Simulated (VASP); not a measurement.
A run of VASP 6.6.1 is set up as follows.

The input POSCAR:

```
BAs
1.0
    2.1275493300      0.0000000000      0.0000000000
    0.0000000000      3.1740629400      0.0000000000
    0.0000000000      0.0000000000      4.9509801800
B As
1 1
Direct
    0.0000000000      0.5000000000      0.0000000000
    0.5000000000      0.5000000000      0.5000000000
```

Contents of INCAR.step1:

```
SYSTEM = BAs
ALGO = Normal ; EDIFF = 1E-5
ENCUT = 600 ; GGA = PE
ISMEAR = -1 ; LASPH = .TRUE.
LCHARG = .FALSE. ; LREAL = .FALSE.
LWAVE = .TRUE. ; NBANDS = 11
NELM = 100 ; PREC = Accurate
SIGMA = 0.05
```

INCAR.step2

```
SYSTEM = BAs
AEXX = 0.25 ; ALGO = Normal
EDIFF = 1E-6 ; EDIFFG = -0.01
ENCUT = 600 ; GGA = PE
HFSCREEN = 0.3 ; IBRION = 2
ISIF = 3 ; ISMEAR = -1
ISTART = 1 ; LASPH = .TRUE.
LCHARG = .FALSE. ; LHFCALC = .TRUE.
LREAL = .FALSE. ; LWAVE = .FALSE.
NELM = 100 ; NSW = 60
PREC = Accurate ; PRECFOCK = Normal
SIGMA = 0.05
```

KPOINTS

```
k-points
0
G
  6 4 3
  0 0 0
```

Potentials or basis: VASP PAW PBE potentials, release 64 (B, As).

Launch:

```bash
$ cat potpaw_PBE.64/B/POTCAR potpaw_PBE.64/As/POTCAR > POTCAR
$ cp INCAR.step1 INCAR
$ mpirun -np 1 vasp_std > vasp.out
$ cp INCAR.step2 INCAR
$ mpirun -np 1 vasp_std > vasp.out
```

(1) Estimate the relaxed cell.

(2) What does it give for the relaxed volume?

(3) What does it give for the band gap on the k mesh?

Answers

(1) a = 3.084 Å, b = 2.648 Å, c = 3.071 Å, α = 90.00°, β = 90.00°, γ = 90.00°.

(2) 12.54 Å³/atom.

(3) zero (bands 4 and 5 overlap by 4.66 eV).

Caveat: the k points lie up to 0.68 Å⁻¹ apart in the final cell, too coarse for converged energies and pressures of a metal; the volume moved by over 15 % at a fixed basis, so the end points are rough; the PAW data sets were made with another functional, which shifts forces and pressure a little.
